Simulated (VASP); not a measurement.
Write the native input for VASP 6.6.1 that does the following.

| Item | Value |
| --- | --- |
| Task | single point |
| Functional | PBE |
| Potentials or basis | VASP PAW PBE potentials, release 64 (Li_sv, Zr_sv, O) |
| Cutoff | 520 eV |
| k mesh | 6 × 6 × 2 |
| Occupations | gaussian, width 0.2 eV |
| Spin | no spin polarisation |
| Dipole correction | no |
| Further INCAR settings | ALGO = Normal; EDIFF = 1e-07; NBANDS = 37 |

The structure of Li4Zr3O lies in POSCAR:

```
Li4Zr3O
1.0
    3.2067654281      0.0000000000      0.0000000000
   -1.6033827141      2.7771403247      0.0000000000
    0.0000000000      0.0000000000     17.7348641449
Li Zr O
4 3 1
Direct
    0.0000000000      0.0000000000      0.8536495436
    0.6666666667      0.3333333333      0.4428114014
    0.3333333333      0.6666666667      0.5818704002
    0.6666666667      0.3333333333      0.7152477429
    0.3333333333      0.6666666667      0.9958248656
    0.6666666667      0.3333333333      0.1495219357
    0.3333333333      0.6666666667      0.2930179766
    0.0000000000      1.0000000000      0.0750561340
```

The input as run:

INCAR

```
SYSTEM = Li4Zr3O
PREC = Accurate
ENCUT = 520
EDIFF = 1E-7
ISMEAR = 0
SIGMA = 0.2
LREAL = .FALSE.
LASPH = .TRUE.
NELM = 100
ALGO = Normal
ISIF = 2
LWAVE = .FALSE.
LCHARG = .FALSE.
GGA = PE
NBANDS = 37
```

KPOINTS

```
Automatic mesh
0
G
  6 6 2
  0 0 0
```

Potentials or basis: VASP PAW PBE potentials, release 64 (Li_sv, Zr_sv, O).

The run is started by

```console
$ cat potpaw_PBE.64/Li_sv/POTCAR potpaw_PBE.64/Zr_sv/POTCAR potpaw_PBE.64/O/POTCAR > POTCAR
$ mpirun -np 1 vasp_std > vasp.out
```

It gave:

The largest force is 0.062 eV/Å. The band gap on the k mesh is zero (bands 27 and 28 overlap by 0.51 eV).

Caveat: the k points lie up to 0.38 Å⁻¹ apart, too coarse for converged energies and pressures of a metal.

Wall time 2.8 min on 1 thread of Intel Xeon 8259CL (shared host), peak memory 0.31 GiB.
